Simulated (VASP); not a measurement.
## MgI2: single point with PBE

The system is MgI2.

```
Mg I
1.0
     4.20720    0.00000    0.00000
    -2.10360    3.64354    0.00000
     0.00000    0.00000    8.12419
Mg I
1 2
Direct
  0.00000 0.00000 0.00000
  0.33333 0.66667 0.79401
  0.66667 0.33333 0.20599
```

This cell differs from its parent crystal: engineering shear strain xz +0.0000, normal strain along z +0.0400.

```yaml
Program: VASP 6.6.1
Task: single point
Functional: PBE
Potentials_or_basis: VASP PAW PBE potentials, release 64 (Mg, I)
Cutoff: 520 eV
k_mesh: 6 × 6 × 4
Occupations: gaussian, width 0.05 eV
Spin: no spin polarisation
```

```yaml
Pressure: -0.1 GPa
Largest_force: 0.010 eV/Å
Band_gap_on_the_k_mesh: 3.62 eV, indirect (least direct gap 3.73 eV)
```

Forces in eV/Å, atoms in the order of the input:
```
Mg   0.000  0.000  0.000
I    0.000  0.000  0.010
I    0.000  0.000 -0.010
```

Levels at points of the mesh, in eV from the valence-band top:
```tsv
k point	band 5	band 6	band 7	band 8	band 9	band 10	band 11	band 12
(0.00, 0.00, 0.00)	-0.28	-0.28	0.00	0.00	3.73	4.90	6.69	6.69
(0.50, 0.00, 0.00)	-1.33	-1.13	-0.63	-0.40	3.66	5.45	5.80	7.29
(0.00, 0.00, 0.50)	-0.27	-0.27	-0.01	-0.01	4.30	4.89	6.66	6.66
(0.50, 0.00, 0.50)	-1.19	-1.11	-0.63	-0.42	3.61	5.46	5.75	6.35
```

It took 40 s on 1 thread of AMD EPYC 7R43 64-Core Processor (Zen 3), with other jobs on the host, peak memory 0.21 GiB.

Caveat: the cell differs from its parent crystal (engineering shear strain xz +0.0000, normal strain along z +0.0400); spin-orbit coupling is left out, which moves the levels of the heavy elements; this functional lacks dispersion, which binds the layers, so the pressure and a relaxed spacing across them are unreliable. A k mesh can miss the band edges.
